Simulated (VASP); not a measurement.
# AlGa3N4 (Pm) in VASP: a series of runs, part 2 of 2

VASP 6.6.1. Earlier steps stand in the parts before.

## Step 4: Relaxation of cell and atoms, PBEsol, target pressure -2 GPa, at which the enthalpy is minimised

This run uses another cell than the first one, of 11.36 Å³/atom.

INCAR

```
SYSTEM = AlGa3N4
PREC = Accurate ; ENCUT = 600
EDIFF = 1E-6 ; ISMEAR = 0
SIGMA = 0.02 ; LREAL = .FALSE.
LASPH = .TRUE. ; NELM = 80
ALGO = Normal ; ISIF = 3
LWAVE = .FALSE. ; LCHARG = .FALSE.
GGA = PS ; IBRION = 2
NSW = 70 ; EDIFFG = -0.008
PSTRESS = -20.0
```

KPOINTS

```
regular mesh
0
G
  6 8 6
  0 0 0
```

POSCAR

```
AlGa3N4
1.0
    5.1752929080      0.0000000000      0.0001222830
    0.0000000000      3.1852595776      0.0000000000
   -0.0036086575      0.0000000000      5.5135891659
Al Ga N
1 3 4
Direct
    0.0006034213      0.5000000000      0.6673576229
    0.4991167030      0.5000000000      0.3349195803
    0.4990273856      0.0000000000      0.8315570003
    0.9998617814      0.0000000000      0.1661805292
    0.1196687533      0.5000000000      0.3400974158
    0.1176459789      0.0000000000      0.8263760583
    0.6204436398      0.0000000000      0.1662162875
    0.6312323466      0.5000000000      0.6672965057
```

Started as:

```sh
$ cat potpaw_PBE.64/Al/POTCAR potpaw_PBE.64/Ga_d/POTCAR potpaw_PBE.64/N/POTCAR > POTCAR
$ mpirun -np 1 vasp_std > vasp.out
```

Wall time 23 min (1 thread of Oxide Virtual Turin-like, shared host); peak memory 0.44 GiB.

It converged, with:

| Item | Value |
| --- | --- |
| Free energy | -55.0302 eV |
| Relaxed volume | 11.25 Å³/atom |
| Relaxed cell | a = 5.158 Å, b = 3.174 Å, c = 5.495 Å, α = 90.00°, β = 90.04°, γ = 90.00° |
| Space group after relaxing (to 0.1 Å) | Pm (No. 6) |
| Energy change on relaxing (the run minimises the enthalpy) | -2.1 meV/atom |
| Ionic steps | 3 |
| Pressure after relaxing | -2.0 GPa |
| Largest force after relaxing | 0.007 eV/Å |
| Band gap on the k mesh | 2.32 eV |

Forces on the atoms (eV/Å):
```
Al   0.000  0.000  0.001
Ga  -0.002  0.000 -0.001
Ga   0.000  0.000  0.001
Ga  -0.004  0.000  0.000
N    0.004  0.000 -0.005
N    0.003  0.000  0.005
N    0.003  0.000  0.001
N   -0.004  0.000 -0.002
```

Step by step:
```tsv
step	energy change (eV)	largest force (eV/Å)	pressure (GPa)	volume (Å³)
1	0.0000	0.0196	-3.84	90.89
2	-0.0228	0.0178	-0.45	89.18
3	-0.0169	0.0066	-1.98	89.97
```

Final structure:
```
Al Ga N
1.0
     5.15839    0.00000    0.00007
     0.00000    3.17425    0.00000
    -0.00365    0.00000    5.49454
Al Ga N
1 3 4
Direct
  0.00059 0.50000 0.66734
  0.49917 0.50000 0.33490
  0.49912 0.00000 0.83159
  0.99981 0.00000 0.16622
  0.11968 0.50000 0.34007
  0.11765 0.00000 0.82639
  0.62044 0.00000 0.16622
  0.63114 0.50000 0.66728
```

Levels at points of the mesh, in eV from the valence-band top:
```
           k point  band 28  band 29  band 30  band 31  band 32  band 33  band 34  band 35
(0.00, 0.00, 0.00)    -0.85    -0.08    -0.03     0.00     2.32     4.57     5.14     5.69
(0.50, 0.00, 0.00)    -0.71    -0.66    -0.36    -0.36     4.36     4.43     4.53     4.98
(0.00, 0.50, 0.00)    -2.08    -2.04    -1.82    -1.79     5.56     5.58     6.81     7.01
(0.50, 0.50, 0.00)    -1.68    -1.46    -1.42    -1.41     5.67     5.85     5.93     6.21
(0.00, 0.00, 0.50)    -0.77    -0.60    -0.58    -0.34     4.52     4.68     6.06     6.38
(0.50, 0.00, 0.50)    -1.54    -1.16    -1.14    -1.09     5.28     5.34     5.42     5.77
(0.00, 0.50, 0.50)    -2.20    -2.12    -0.97    -0.86     4.81     5.14     5.58     5.66
(0.50, 0.50, 0.50)    -1.75    -1.72    -1.65    -1.63     4.29     4.37     4.44     4.85
```

Caveat: the cell is relaxed towards a set pressure, so the run minimises the enthalpy, not the energy; the PAW data sets were made with another functional, which shifts forces and pressure a little.

## Step 5: Relaxation of shape and atoms at fixed volume, PBEsol (12.26 Å³/atom)

This run uses another cell than the first one, of 12.26 Å³/atom.

INCAR

```
PREC = Accurate
ENCUT = 600
EDIFF = 1E-7
ISMEAR = 0
SIGMA = 0.02
LREAL = False
LASPH = True
NELM = 100
ALGO = Normal
ISIF = 4
LWAVE = False
LCHARG = False
GGA = PS
IBRION = 2
NSW = 50
EDIFFG = -0.01
```

KPOINTS

```
regular mesh
0
Gamma
  6 8 6
```

POSCAR

```
AlGa3N4
1.0
    5.3096896184      0.0000000000      0.0002597760
    0.0000000000      3.2665687670      0.0000000000
   -0.0035592361      0.0000000000      5.6549178780
Al Ga N
1 3 4
Direct
    0.0004095361      0.5000000000      0.6672497212
    0.4991711828      0.5000000000      0.3347908691
    0.4992884857      0.0000000000      0.8316858927
    0.9997829152      0.0000000000      0.1663469691
    0.1197415818      0.5000000000      0.3401295331
    0.1176498313      0.0000000000      0.8263727120
    0.6205185146      0.0000000000      0.1662881067
    0.6310379623      0.5000000000      0.6671371960
```

Potentials or basis: VASP PAW PBE potentials, release 64 (Al, Ga_d, N).

Started as:

```sh
$ cat potpaw_PBE.64/Al/POTCAR potpaw_PBE.64/Ga_d/POTCAR potpaw_PBE.64/N/POTCAR > POTCAR
$ mpirun -np 1 vasp_std > vasp.out
```

OUTCAR:

```text
PREC = Accurate
   ENCUT = 600
   EDIFF = 1E-7
   ISMEAR = 0
   LREAL = False
   LASPH = True
   NELM = 100
   ISIF = 4
   GGA = PS
   IBRION = 2
   NSW = 50
   EDIFFG = -0.01

 ion  position               nearest neighbor table
   1  0.000  0.500  0.667-   5 1.96   8 1.96   6 1.97   6 1.97
   2  0.499  0.500  0.335-   7 2.00   7 2.00   8 2.01   5 2.01
   3  0.499  0.000  0.832-   7 2.00   8 2.01   8 2.01   6 2.03
   4  1.000  0.000  0.166-   5 2.01   5 2.01   7 2.01   6 2.02
   5  0.120  0.500  0.340-   1 1.96   4 2.01   4 2.01   2 2.01
   6  0.118  0.000  0.826-   1 1.97   1 1.97   4 2.02   3 2.03
   7  0.621  0.000  0.166-   2 2.00   2 2.00   3 2.00   4 2.01
   8  0.631  0.500  0.667-   1 1.96   2 2.01   3 2.01   3 2.01

  LATTYP: Found a simple monoclinic cell.
 ALAT       =     5.3096896248
 B/A-ratio  =     0.6152089854
 C/A-ratio  =     1.0650187483
 COS(beta)  =    -0.0005804804

  Lattice vectors:

 A1 = (   5.3096896184,   0.0000000000,   0.0002597760)
 A2 = (   0.0000000000,   3.2665687670,   0.0000000000)
 A3 = (  -0.0035592361,   0.0000000000,   5.6549178780)

Analysis of symmetry for initial positions (statically):
[... 239 lines left out ...]

 val. band max:        4.4564471452   @ k =   0.0000   0.0000   0.0000
 cond. band min:       6.1819534216   @ k =   0.0000   0.0000   0.0000
 fundamental gap:      1.7255062764
 Fermi energy:         4.5894448335

 k-point     1 :       0.0000    0.0000    0.0000
  band No.  band energies     occupation
      1     -10.6302      2.00000
      2      -9.9976      2.00000
      3      -9.7966      2.00000
      4      -9.6001      2.00000
      5      -8.7524      2.00000
      6      -8.7515      2.00000
[... 949 lines left out ...]
     36      11.6202      0.00000
     37      11.9827      0.00000

 [... further k-points ...]
[... 5 lines left out ...]
  --------------------------------------------------------------------------------------
  -------------------------------------------------------------------------------------
  Total       -9.3044661     -9.2775687     -9.2785433      0.0000000      0.0000000      0.0004775
  in kB     -151.9899198   -151.5505468   -151.5664670      0.0000000      0.0000000      0.0077999
  external PRESSURE =    -151.7023112 kB  Pullay stress =       0.0000000 kB

 VOLUME and BASIS-vectors are now :
 -----------------------------------------------------------------------------
  energy-cutoff  :      600.00
  volume of cell :       98.08
      direct lattice vectors                 reciprocal lattice vectors
     5.311466171  0.000000000  0.000225977     0.188271927  0.000000000  0.000119750
     0.000000000  3.265853997  0.000000000     0.000000000  0.306198624  0.000000000
    -0.003596380  0.000000000  5.654263702    -0.000007524  0.000000000  0.176857682

 POSITION                                       TOTAL-FORCE (eV/Angst)
 -----------------------------------------------------------------------------------
     -0.00039      1.63293      3.77236        -0.002701      0.000000      0.000828
      2.65069      1.63293      1.89270        -0.004781      0.000000      0.002238
      2.65009      0.00000      4.70317        -0.000135      0.000000     -0.001392
      5.30947      0.00000      0.94146         0.001195      0.000000     -0.000111
      0.63465      1.63293      1.92362         0.002593      0.000000     -0.000733
      0.62142      0.00000      4.67193        -0.001019      0.000000      0.000471
      3.29500      0.00000      0.94051         0.002394      0.000000      0.002559
      3.34895      1.63293      3.77210         0.002455      0.000000     -0.003860
 -----------------------------------------------------------------------------------
    total drift:                               -0.000669      0.000000     -0.000724

  FREE ENERGIE OF THE ION-ELECTRON SYSTEM (eV)
  ---------------------------------------------------
  free  energy   TOTEN  =       -54.5790421628 eV

  energy  without entropy=      -54.5790421628  energy(sigma->0) =      -54.57904216

 reached required accuracy - stopping structural energy minimisation
```

It took 12 min on 1 thread of Oxide Virtual Turin-like, shared host; peak memory 0.46 GiB.

Results:

| Quantity | Value |
| --- | --- |
| Free energy | -54.5790 eV |
| Energy gained by relaxing | 0.0 meV/atom |
| Ionic steps | 2 |
| Pressure after relaxing | -15.2 GPa |
| Largest force after relaxing | 0.005 eV/Å |
| Band gap on the k mesh | 1.73 eV |

Forces in eV/Å, atoms in the order of the input:
```
Al  -0.003  0.000  0.001
Ga  -0.005  0.000  0.002
Ga   0.000  0.000 -0.001
Ga   0.001  0.000  0.000
N    0.003  0.000 -0.001
N   -0.001  0.000  0.000
N    0.002  0.000  0.003
N    0.002  0.000 -0.004
```

Final structure:
```cif
data_structure
_symmetry_space_group_name_H-M 'P 1'
_symmetry_Int_Tables_number 1
_cell_length_a 5.3115
_cell_length_b 3.2659
_cell_length_c 5.6543
_cell_angle_alpha 90.000
_cell_angle_beta 90.034
_cell_angle_gamma 90.000
_cell_volume 98.08
loop_
_atom_site_label
_atom_site_type_symbol
_atom_site_fract_x
_atom_site_fract_y
_atom_site_fract_z
_atom_site_occupancy
Al1 Al 0.00038 0.50000 0.66717 1
Ga1 Ga 0.49928 0.50000 0.33472 1
Ga2 Ga 0.49950 0.00000 0.83177 1
Ga3 Ga 0.99974 0.00000 0.16646 1
N1 N 0.11972 0.50000 0.34020 1
N2 N 0.11756 0.00000 0.82626 1
N3 N 0.62047 0.00000 0.16631 1
N4 N 0.63096 0.50000 0.66710 1
```

Caveat: the PAW data sets were made with another functional, which shifts forces and pressure a little.

## Step 6: Relaxation of cell and atoms, PBEsol, target pressure 2 GPa, at which the enthalpy is minimised

This run uses another cell than the first one, of 10.93 Å³/atom.

INCAR

```
PREC = Accurate
ENCUT = 600
EDIFF = 1E-6
ISMEAR = 0
SIGMA = 0.02
LREAL = False
LASPH = True
NELM = 80
ALGO = Normal
ISIF = 3
LWAVE = False
LCHARG = False
GGA = PS
IBRION = 2
NSW = 70
EDIFFG = -0.008
PSTRESS = 20.0
```

KPOINTS is that of step 5.

POSCAR

```
AlGa3N4
1.0
    5.1093665461      0.0000000000      0.0001207252
    0.0000000000      3.1446835987      0.0000000000
   -0.0035626880      0.0000000000      5.4433533587
Al Ga N
1 3 4
Direct
    0.0006034213      0.5000000000      0.6673576229
    0.4991167030      0.5000000000      0.3349195803
    0.4990273856      0.0000000000      0.8315570003
    0.9998617814      0.0000000000      0.1661805292
    0.1196687533      0.5000000000      0.3400974158
    0.1176459789      0.0000000000      0.8263760583
    0.6204436398      0.0000000000      0.1662162875
    0.6312323466      0.5000000000      0.6672965057
```

Potentials or basis: VASP PAW PBE potentials, release 64 (Al, Ga_d, N).

Started as:

```sh
$ cat potpaw_PBE.64/Al/POTCAR potpaw_PBE.64/Ga_d/POTCAR potpaw_PBE.64/N/POTCAR > POTCAR
$ mpirun -np 1 vasp_std > vasp.out
```

OUTCAR:

```text
PREC = Accurate
   ENCUT = 600
   EDIFF = 1E-6
   ISMEAR = 0
   LREAL = False
   LASPH = True
   NELM = 80
   ISIF = 3
   GGA = PS
   IBRION = 2
   NSW = 70
   EDIFFG = -0.008
   PSTRESS = 20.0

 ion  position               nearest neighbor table
   1  0.001  0.500  0.667-   5 1.88   8 1.89   6 1.89   6 1.89   3 3.12   3 3.12   2 3.13   2 3.14
                             3 3.14   3 3.14   4 3.14   4 3.14
   2  0.499  0.500  0.335-   7 1.92   7 1.92   8 1.93   5 1.94   1 3.13   1 3.14
   3  0.499  0.000  0.832-   7 1.92   8 1.93   8 1.93   6 1.95   1 3.12   1 3.12   1 3.14   1 3.14

   4  1.000  0.000  0.166-   5 1.93   5 1.93   7 1.94   6 1.95   1 3.14   1 3.14
   5  0.120  0.500  0.340-   1 1.88   4 1.93   4 1.93   2 1.94
   6  0.118  0.000  0.826-   1 1.89   1 1.89   4 1.95   3 1.95
   7  0.620  0.000  0.166-   2 1.92   2 1.92   3 1.92   4 1.94
   8  0.631  0.500  0.667-   1 1.89   2 1.93   3 1.93   3 1.93

  LATTYP: Found a simple monoclinic cell.
 ALAT       =     5.1093665475
[... 285 lines left out ...]

 number of electron      61.9999998 magnetization

 Free energy of the ion-electron system (eV)
  ---------------------------------------------------
  ext. energy  EPLUGINS =         0.00000000
  ---------------------------------------------------
  free energy    TOTEN  =       -55.02555393 eV

  energy without entropy =      -55.02555393  energy(sigma->0) =      -55.02555393

 E-fermi :   5.6499     XC(G=0): -11.7955

 val. band max:        5.5563570369   @ k =   0.0000   0.0000   0.0000
 cond. band min:       8.0151350534   @ k =   0.0000   0.0000   0.0000
 fundamental gap:      2.4587780165
 Fermi energy:         5.6499296596

 k-point     1 :       0.0000    0.0000    0.0000
  band No.  band energies     occupation
      1     -10.3642      2.00000
      2      -9.3616      2.00000
      3      -9.1625      2.00000
      4      -8.8818      2.00000
      5      -7.6782      2.00000
      6      -7.6772      2.00000
[... 949 lines left out ...]
     36      13.3965      0.00000
     37      13.7171      0.00000

 [... further k-points ...]
[... 5 lines left out ...]
  --------------------------------------------------------------------------------------
  -------------------------------------------------------------------------------------
  Total        1.0577014      1.0473682      1.0425488      0.0000000      0.0000000     -0.0011764
  in kB       19.2296239     19.0417601     18.9541410      0.0000000      0.0000000     -0.0213873
  external PRESSURE =      -0.9248250 kB  Pullay stress =      20.0000000 kB
[... 27 lines left out ...]
  energy  without entropy=      -55.0255539338  energy(sigma->0) =      -55.02555393

  enthalpy is  TOTEN    =       -53.9254789263 eV   P V=        1.1000750075

 reached required accuracy - stopping structural energy minimisation
```

OSZICAR:

```text
N       E                     dE             d eps       ncg     rms          rms(c)
DAV:   1     0.690792990330E+03    0.69079E+03   -0.31486E+04  7863   0.317E+03
DAV:   2     0.650022615074E+02   -0.62579E+03   -0.60219E+03  8008   0.733E+02
DAV:   3    -0.544842005516E+02   -0.11949E+03   -0.11542E+03  8796   0.222E+02
DAV:   4    -0.627613388253E+02   -0.82771E+01   -0.82284E+01  9784   0.611E+01
[... 26 lines left out ...]
DAV:   3    -0.550260330658E+02    0.46215E-02   -0.91644E-03 11576   0.202E+00    0.975E-02
DAV:   4    -0.550256776111E+02    0.35545E-03   -0.17279E-03  8245   0.309E-01    0.695E-02
DAV:   5    -0.550255786999E+02    0.98911E-04   -0.14116E-04 10880   0.133E-01    0.399E-02
DAV:   6    -0.550255539646E+02    0.24735E-04   -0.35591E-05  9288   0.177E-01    0.127E-02
DAV:   7    -0.550255539338E+02    0.30814E-07   -0.84805E-06  7530   0.845E-02
   3 F= -.53925479E+02 E0= -.53925479E+02  d E =-.310638E-02
```

It took 25 min on 1 thread of Oxide Virtual Turin-like, shared host; peak memory 0.43 GiB.

What came out:

* Free energy: -55.0256 eV
* Relaxed volume: 11.02 Å³/atom
* Relaxed cell: a = 5.122 Å, b = 3.153 Å, c = 5.457 Å, α = 90.00°, β = 90.04°, γ = 90.00°
* Space group after relaxing (to 0.1 Å): Pm (No. 6)
* Energy change on relaxing (the run minimises the enthalpy): -1.4 meV/atom
* Ionic steps: 3
* Pressure after relaxing: 1.9 GPa
* Largest force after relaxing: 0.007 eV/Å
* Band gap on the k mesh: 2.46 eV

Forces in eV/Å, atoms in the order of the input:
```
Al   0.003  0.000 -0.001
Ga   0.002  0.000  0.000
Ga   0.002  0.000  0.000
Ga  -0.007  0.000  0.001
N    0.001  0.000 -0.004
N    0.002  0.000  0.003
N    0.000  0.000 -0.001
N   -0.004  0.000  0.001
```

The path:
| step | energy change (eV) | largest force (eV/Å) | pressure (GPa) | volume (Å³) |
| --- | --- | --- | --- | --- |
| 1 | 0.0000 | 0.0105 | 3.50 | 87.46 |
| 2 | -0.0164 | 0.0099 | 0.51 | 88.76 |
| 3 | -0.0114 | 0.0068 | 1.91 | 88.13 |

Final structure:
```cif
data_structure
_symmetry_space_group_name_H-M 'P 1'
_symmetry_Int_Tables_number 1
_cell_length_a 5.1223
_cell_length_b 3.1527
_cell_length_c 5.4570
_cell_angle_alpha 90.000
_cell_angle_beta 90.038
_cell_angle_gamma 90.000
_cell_volume 88.13
loop_
_atom_site_label
_atom_site_type_symbol
_atom_site_fract_x
_atom_site_fract_y
_atom_site_fract_z
_atom_site_occupancy
Al1 Al 0.00064 0.50000 0.66739 1
Ga1 Ga 0.49911 0.50000 0.33494 1
Ga2 Ga 0.49901 0.00000 0.83154 1
Ga3 Ga 0.99983 0.00000 0.16616 1
N1 N 0.11968 0.50000 0.34005 1
N2 N 0.11766 0.00000 0.82641 1
N3 N 0.62045 0.00000 0.16620 1
N4 N 0.63120 0.50000 0.66730 1
```

Levels at points of the mesh, in eV from the valence-band top:
| k point | band 27 | band 28 | band 29 | band 30 | band 31 | band 32 | band 33 | band 34 | band 35 | band 36 |
| --- | --- | --- | --- | --- | --- | --- | --- | --- | --- | --- |
| (0.00, 0.00, 0.00) | -1.05 | -0.87 | -0.09 | -0.03 | 0.00 | 2.46 | 4.70 | 5.21 | 5.76 | 6.47 |
| (0.50, 0.00, 0.00) | -1.69 | -0.74 | -0.69 | -0.36 | -0.36 | 4.44 | 4.53 | 4.66 | 5.08 | 7.78 |
| (0.00, 0.50, 0.00) | -3.54 | -2.13 | -2.09 | -1.86 | -1.83 | 5.57 | 5.59 | 6.98 | 7.14 | 7.84 |
| (0.50, 0.50, 0.00) | -3.29 | -1.72 | -1.49 | -1.46 | -1.45 | 5.76 | 5.93 | 6.02 | 6.28 | 7.91 |
| (0.00, 0.00, 0.50) | -1.85 | -0.79 | -0.62 | -0.59 | -0.34 | 4.65 | 4.80 | 6.19 | 6.49 | 7.46 |
| (0.50, 0.00, 0.50) | -1.91 | -1.59 | -1.20 | -1.16 | -1.11 | 5.37 | 5.43 | 5.52 | 5.86 | 7.53 |
| (0.00, 0.50, 0.50) | -2.64 | -2.26 | -2.18 | -1.00 | -0.88 | 4.87 | 5.19 | 5.64 | 5.78 | 6.01 |
| (0.50, 0.50, 0.50) | -1.87 | -1.79 | -1.76 | -1.68 | -1.66 | 4.35 | 4.43 | 4.51 | 4.90 | 7.26 |

Caveat: the cell is relaxed towards a set pressure, so the run minimises the enthalpy, not the energy; the PAW data sets were made with another functional, which shifts forces and pressure a little.

## Step 7: Overview

| task | cell | cutoff (eV) | gap on the mesh (eV) | pressure (GPa) | largest force (eV/Å) |
| --- | --- | --- | --- | --- | --- |
| single point | a = 5.124, b = 3.154, c = 5.459 Å, 8 atoms | 520 | 2.45 | 1.9 | 0.02 |
| relaxation of shape and atoms at fixed volume | relaxed from a = 5.244, b = 3.227, c = 5.586 Å, 8 atoms | 600 | 1.98 | -10.2 | 0.01 |
| relaxation of cell and atoms | relaxed to -2 GPa from a = 5.175, b = 3.185, c = 5.514 Å, 8 atoms | 600 | 2.32 | -2.0 | 0.01 |
| relaxation of shape and atoms at fixed volume | relaxed from a = 5.310, b = 3.267, c = 5.655 Å, 8 atoms | 600 | 1.73 | -15.2 | 0.01 |
| relaxation of cell and atoms | relaxed to 2 GPa from a = 5.109, b = 3.145, c = 5.443 Å, 8 atoms | 600 | 2.46 | 1.9 | 0.01 |

Alike in all rows: level PBEsol; potentials or basis VASP PAW PBE potentials, release 64 (Al, Ga_d, N); no spin polarisation; k mesh 6 × 8 × 6; smearing gaussian 0.02 eV.

Caveats: the PAW data sets were made with another functional, which shifts forces and pressure a little; the cell is relaxed towards a set pressure, so the run minimises the enthalpy, not the energy (at least some runs).

Total energies depend on the potentials used, so only differences within one code and one set of settings carry meaning.
